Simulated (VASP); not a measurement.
Here is a VASP 6.6.1 calculation.

Contents of INCAR:

```
  PREC = Accurate
  ENCUT = 520
  EDIFF = 1E-6
  ISMEAR = 0
  SIGMA = 0.1
  LREAL = False
  LASPH = True
  NELM = 100
  ALGO = Normal
  ISIF = 2
  LWAVE = False
  LCHARG = True
  LDIPOL = True
  IDIPOL = 3
  DIPOL = 0.5 0.5 0.500
  GGA = PE
  IVDW = 12
  LELF = True
  LVHAR = True
  LVACPOTAV = True
  NBANDS = 21
```

The input KPOINTS:

```
Automatic mesh
0
Gamma
  12 12 1
```

The input POSCAR:

```
Ge
1.0
    4.0729350596      0.0000000000      0.0000000000
   -2.0364675298      3.5272652296      0.0000000000
    0.0000000000      0.0000000000     28.0000000000
Ge
2
Direct
    0.3333333333      0.6666666667      0.5085714286
    0.6666666667      0.3333333333      0.4914285714
```

Potentials or basis: VASP PAW PBE potentials, release 64 (Ge_d).

Launch:

```console
$ cat potpaw_PBE.64/Ge_d/POTCAR > POTCAR
$ mpirun -np 1 vasp_std > vasp.out
```

(1) Predict the largest force.

(2) Estimate the band gap on the k mesh.

(3) What does it give for the dispersion energy per atom?

Results:

(1) 0.471 eV/Å.

(2) zero (band 14 reaches -3.36 eV, above the bottom of band 15 at -3.76 eV).

(3) -0.150 eV.
